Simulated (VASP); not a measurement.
# GaAs in VASP: a series of runs

GaAs is run at these levels: PBE; tasks: single point.

Program: VASP 6.6.1. These are calculated values, not measurements. Logs are shortened: lines on timing, memory, paths and dates and some standing lists are left out, and cuts for length are marked.

## (1) The cell of the first run

The cell holds a slab with vacuum, 4 atoms: a = 4.063 Å, b = 4.063 Å, c = 18.309 Å, α = 90.00°, β = 90.00°, γ = 90.00°.

## (2) Single point, PBE

Input file INCAR:

```
  PREC = Accurate
  ENCUT = 520
  EDIFF = 1E-6
  ISMEAR = 0
  SIGMA = 0.05
  LREAL = F
  LASPH = T
  NELM = 80
  ALGO = Normal
  ISIF = 2
  LWAVE = F
  LCHARG = F
  LDIPOL = T
  IDIPOL = 3
  DIPOL = 0.5 0.5 0.503
  GGA = PE
  NBANDS = 26
```

Input file KPOINTS:

```
Automatic mesh
0
Gamma
  7 7 1
```

Input file POSCAR:

```
GaAs
1.0
    4.0629609257      0.0000000000      0.0000000000
    0.0000000000      4.0629609257      0.0000000000
    0.0000000000      0.0000000000     18.3094208333
As Ga
2 2
Direct
    0.0000000000      0.5000000000      0.3823168446
    0.5000000000      0.0000000000      0.5452708370
    0.5000000000      0.5000000000      0.4607722815
    0.0000000000      0.0000000000      0.6221113578
```

Potentials or basis: VASP PAW PBE potentials, release 64 (As, Ga_d).

Started as:

```
$ cat potpaw_PBE.64/As/POTCAR potpaw_PBE.64/Ga_d/POTCAR > POTCAR
$ mpirun -np 1 vasp_std > vasp.out
```

OUTCAR:

```text
PREC = Accurate
   ENCUT = 520
   EDIFF = 1E-6
   ISMEAR = 0
   LREAL = F
   LASPH = T
   NELM = 80
   ISIF = 2
   GGA = PE

 ion  position               nearest neighbor table
   1  0.000  0.500  0.382-   3 2.49   3 2.49
   2  0.500  0.000  0.545-   4 2.47   4 2.47   3 2.55   3 2.55
   3  0.500  0.500  0.461-   1 2.49   1 2.49   2 2.55   2 2.55
   4  0.000  0.000  0.622-   2 2.47   2 2.47

  LATTYP: Found a simple tetragonal cell.
 ALAT       =     4.0629609257
 C/A-ratio  =     4.5064230664

  Lattice vectors:

 A1 = (   4.0629609257,   0.0000000000,   0.0000000000)
 A2 = (   0.0000000000,   4.0629609257,   0.0000000000)
 A3 = (   0.0000000000,   0.0000000000,  18.3094208333)

Analysis of symmetry for initial positions (statically):
=====================================================================
 Subroutine PRICEL returns:
 Original cell was already a primitive cell.

 Routine SETGRP: Setting up the symmetry group for a
 simple tetragonal supercell.

 Subroutine GETGRP returns: Found  4 space group operations
 (whereof  4 operations were pure point group operations)
 out of a pool of 16 trial point group operations.

The static configuration has the point symmetry C_2v.

Analysis of symmetry for dynamics (positions and initial velocities):
=====================================================================
 Subroutine PRICEL returns:
 Original cell was already a primitive cell.

 Routine SETGRP: Setting up the symmetry group for a
 simple tetragonal supercell.

 Subroutine GETGRP returns: Found  4 space group operations
 (whereof  4 operations were pure point group operations)
 out of a pool of 16 trial point group operations.

The dynamic configuration has the point symmetry C_2v.

 Subroutine INISYM returns: Found  4 space group operations
 (whereof  4 operations are pure point group operations),
 and found     1 'primitive' translations

----------------------------------------------------------------------------------------

                                     Primitive cell

  volume of cell :     302.2455

  direct lattice vectors                    reciprocal lattice vectors
     4.062960926  0.000000000  0.000000000     0.246125921  0.000000000  0.000000000
     0.000000000  4.062960926  0.000000000     0.000000000  0.246125921  0.000000000
     0.000000000  0.000000000 18.309420833     0.000000000  0.000000000  0.054616692

  length of vectors
     4.062960926  4.062960926 18.309420833     0.246125921  0.246125921  0.054616692

  position of ions in fractional coordinates (direct lattice)
     0.000000000  0.500000000  0.382316845
     0.500000000  0.000000000  0.545270837
     0.500000000  0.500000000  0.460772281
     0.000000000  0.000000000  0.622111358

  ion indices of the primitive-cell ions
   primitive index   ion index
                 1           1
                 2           2
                 3           3
                 4           4

----------------------------------------------------------------------------------------

 KPOINTS: Automatic mesh

Automatic generation of k-mesh.
 Grid dimensions read from file:
 generate k-points for:    7    7    1

 Generating k-lattice:

  Cartesian coordinates                     Fractional coordinates (reciprocal lattice)
     0.035160846  0.000000000  0.000000000     0.142857143  0.000000000  0.000000000
     0.000000000  0.035160846  0.000000000     0.000000000  0.142857143  0.000000000
     0.000000000  0.000000000  0.054616692     0.000000000  0.000000000  1.000000000

  Length of vectors
     0.035160846  0.035160846  0.054616692

  Shift w.r.t. Gamma in fractional coordinates (k-lattice)
     0.000000000  0.000000000  0.000000000

 Subroutine IBZKPT returns following result:
 ===========================================

 Found     16 irreducible k-points:

 Following reciprocal coordinates:
            Coordinates               Weight
  0.000000  0.000000  0.000000      1.000000
  0.142857  0.000000  0.000000      2.000000
  0.000000  0.142857  0.000000      2.000000
  0.285714  0.000000  0.000000      2.000000
  0.000000  0.285714  0.000000      2.000000
  0.428571  0.000000  0.000000      2.000000
[... 8 lines left out ...]
 -0.285714  0.428571  0.000000      4.000000
  0.428571  0.428571  0.000000      4.000000
   k-points           NKPTS =     16   k-points in BZ     NKDIM =     16   number of bands    NBANDS=     26
   number of dos      NEDOS =    301   number of ions     NIONS =      4
   total plane-waves  NPLWV = 126000
   dimension x,y,z NGX =    30 NGY =   30 NGZ =  140
   dimension x,y,z NGXF=    60 NGYF=   60 NGZF=  280
   ions per type =               2   2
   NGX,Y,Z   is equivalent  to a cutoff of  12.28, 12.28, 12.71 a.u.
   NGXF,Y,Z  is equivalent  to a cutoff of  24.55, 24.55, 25.42 a.u.
 SYSTEM =  unknown system
   PREC   = accura    normal or accurate (medium, high low for compatibility)
   ISTART =      0    job   : 0-new  1-cont  2-samecut
   ICHARG =      2    charge: 1-file 2-atom 10-const
   ISPIN  =      1    spin polarized calculation?
   LNONCOLLINEAR =      F non collinear calculations
   LSORBIT =      F    spin-orbit coupling
   LASPH  =      T    aspherical Exc in radial PAW
   ENCUT  =  520.0 eV  38.22 Ry    6.18 a.u.   7.55  7.55 34.04*2*pi/ulx,y,z
   NELM   =     80;   NELMIN=  2; NELMDL= -5     # of ELM steps
   EDIFF  = 0.1E-05   stopping-criterion for ELM
   LREAL  =      F    real-space projection
   EDIFFG = 0.1E-04   stopping-criterion for IOM
   NSW    =      0    number of steps for IOM
   IBRION =     -1    ionic relax: 0-MD 1-quasi-New 2-CG
   NFREE  =      0    steps in history (QN), initial steepest desc. (CG)
   ISIF   =      2    stress and relaxation
   ISYM   =      2    0-nonsym 1-usesym 2-fastsym
   POTIM  = 0.5000    time-step for ionic-motion
   TEBEG  =    0.0;   TEEND  =   0.0 temperature during run
   PSTRESS=    0.0 pullay stress
   NELECT =      36.0000    total number of electrons
   NUPDOWN=      -1.0000    fix difference up-down
   EMIN   =  10.00;   EMAX   =-10.00  energy-range for DOS
   EFERMI =   0.00;   METHOD = LEGACY
   ISMEAR =     0;   SIGMA  =   0.05  broadening in eV -4-tet -1-fermi 0-gaus
   EFERMI_NEDOS =   21; number of points for ismear=-14 and -15
   IALGO  =     38    algorithm
   IMIX   =      4    mixing-type and parameters
     AMIX     =   0.40;   BMIX     =  1.00
     AMIX_MAG =   1.60;   BMIX_MAG =  1.00
  volume/ion in A,a.u.               =      75.56       509.91
  Fermi-wavevector in a.u.,A,eV,Ry     =   0.805482  1.522140  8.827471  0.648801
  Thomas-Fermi vector in A             =   1.913735
   LORBIT       =      0    0 simple, 1 ext, 2 COOP (PROOUT), +10 PAW based schemes
   GGA     = PE    functional components
   LHFCALC =     F    Hartree Fock is set to
   AEXX    =    0.0000 exact exchange contribution
   IVDW    =     0    specifies the selected vdW correction
   LEPSILON=     F    determine dielectric tensor
   LRPA    =     F    only Hartree local field effects (RPA)
 non-spin polarized calculation
 Gauss-broadening in eV      SIGMA  =   0.05
  energy-cutoff  :      520.00
  volume of cell :      302.25
 maximum number of plane-waves:      8181
 NGX is ok and might be reduce to    30
   NGX = 15   NGY = 15   NGZ = 69

 number of electron      36.0000020 magnetization

 dipolmoment           0.000000      0.000000     -0.114760 electrons x Angstroem

 Free energy of the ion-electron system (eV)
  ---------------------------------------------------
  ext. energy  EPLUGINS =         0.00000000
  ---------------------------------------------------
  free energy    TOTEN  =       -13.75177654 eV

  energy without entropy =      -13.74601545  energy(sigma->0) =      -13.74889599

 E-fermi :  -2.2920     XC(G=0):  -3.9091

 val. band max:       -2.3006188936   @ k =   0.1429   0.1429   0.0000
 cond. band min:      -2.2679073899   @ k =   0.2857   0.2857   0.0000
 fundamental gap:      0.0327115037
 Fermi energy:        -2.2920410128

 k-point     1 :       0.0000    0.0000    0.0000
  band No.  band energies     occupation
      1     -17.1980      2.00000
      2     -17.1292      2.00000
      3     -17.0907      2.00000
      4     -17.0751      2.00000
      5     -17.0537      2.00000
      6     -16.6996      2.00000
[... 18 lines left out ...]
     25       2.6364      0.00000
     26       2.9738      0.00000

 k-point     2 :       0.1429    0.0000    0.0000
  band No.  band energies     occupation
      1     -17.1937      2.00000
      2     -17.1289      2.00000
      3     -17.0921      2.00000
      4     -17.0883      2.00000
      5     -17.0446      2.00000
      6     -16.6965      2.00000
[... 18 lines left out ...]
     25       2.5280      0.00000
     26       3.1294      0.00000

 k-point     3 :       0.0000    0.1429    0.0000
  band No.  band energies     occupation
      1     -17.1959      2.00000
      2     -17.1301      2.00000
      3     -17.0915      2.00000
      4     -17.0749      2.00000
      5     -17.0534      2.00000
      6     -16.7027      2.00000
[... 18 lines left out ...]
     25       2.7389      0.00000
     26       3.1692      0.00000

 k-point     4 :       0.2857    0.0000    0.0000
  band No.  band energies     occupation
      1     -17.1831      2.00000
      2     -17.1282      2.00000
      3     -17.1119      2.00000
      4     -17.0954      2.00000
      5     -17.0310      2.00000
      6     -16.6892      2.00000
[... 18 lines left out ...]
     25       3.2333      0.00000
     26       3.4386      0.00000
[... 264 lines left out ...]
      1     -17.1636      2.00000
      2     -17.1314      2.00000
      3     -17.1305      2.00000
      4     -17.1016      2.00000
      5     -17.0211      2.00000
      6     -16.7040      2.00000
[... 18 lines left out ...]
     25       3.7406      0.00000
     26       4.4147      0.00000

 k-point    15 :      -0.2857    0.4286    0.0000
  band No.  band energies     occupation
      1     -17.1723      2.00000
      2     -17.1327      2.00000
      3     -17.1098      2.00000
      4     -17.1004      2.00000
      5     -17.0305      2.00000
      6     -16.7175      2.00000
[... 18 lines left out ...]
     25       3.7949      0.00000
     26       4.1787      0.00000

 k-point    16 :       0.4286    0.4286    0.0000
  band No.  band energies     occupation
      1     -17.1593      2.00000
      2     -17.1321      2.00000
      3     -17.1309      2.00000
      4     -17.1036      2.00000
      5     -17.0209      2.00000
      6     -16.7137      2.00000
[... 18 lines left out ...]
     25       3.8140      0.00000
     26       4.4255      0.00000

------------------------ aborting loop because EDIFF is reached ----------------------------------------

 vacuum level on the upper side and lower side of the slab       (xc-potential included)        -0.686         0.490

  FORCE on cell =-STRESS in cart. coord.  units (eV):
  Direction    XX          YY          ZZ          XY          YZ          ZX
  --------------------------------------------------------------------------------------
  -------------------------------------------------------------------------------------
  Total       -0.9328824     -1.3885265     -0.5806164      0.0000000      0.0000000      0.0000000
  in kB       -4.9451287     -7.3604583     -3.0777972      0.0000000      0.0000000      0.0000000
  external PRESSURE =      -5.1277947 kB  Pullay stress =       0.0000000 kB

 VOLUME and BASIS-vectors are now :
 -----------------------------------------------------------------------------
  energy-cutoff  :      520.00
  volume of cell :      302.25
      direct lattice vectors                 reciprocal lattice vectors
     4.062960926  0.000000000  0.000000000     0.246125921  0.000000000  0.000000000
     0.000000000  4.062960926  0.000000000     0.000000000  0.246125921  0.000000000
     0.000000000  0.000000000 18.309420833     0.000000000  0.000000000  0.054616692

 POSITION                                       TOTAL-FORCE (eV/Angst)
 -----------------------------------------------------------------------------------
      0.00000      2.03148      7.00000         0.000000      0.000000      0.420474
      2.03148      0.00000      9.98359         0.000000      0.000000      0.005978
      2.03148      2.03148      8.43647         0.000000      0.000000     -0.432152
      0.00000      0.00000     11.39050         0.000000      0.000000      0.005699
 -----------------------------------------------------------------------------------
    total drift:                                0.000000     -0.000000      0.001984

  FREE ENERGIE OF THE ION-ELECTRON SYSTEM (eV)
  ---------------------------------------------------
  free  energy   TOTEN  =       -13.7517765401 eV

  energy  without entropy=      -13.7460154475  energy(sigma->0) =      -13.74889599

 vacuum level on the upper side and lower side of the slab         1.998         3.212
```

Wall time 6.4 min (1 thread of AMD EPYC 7R13, shared host); peak memory 0.38 GiB.

Results:

- Free energy: -13.7518 eV
- Largest force: 0.432 eV/Å
- Band gap on the k mesh: zero (bands 18 and 19 overlap by 0.47 eV)

Forces in eV/Å, atoms in the order of the input:
```
As   0.000  0.000  0.420
As   0.000  0.000  0.006
Ga   0.000  0.000 -0.432
Ga   0.000  0.000  0.006
```

Levels at points of the mesh, in eV from the Fermi level:
```
           k point  band 16  band 17  band 18  band 19  band 20  band 21
(0.00, 0.00, 0.00)    -1.52    -0.41     0.43     0.79     1.94     2.30
```

[end of part 1 of 2]
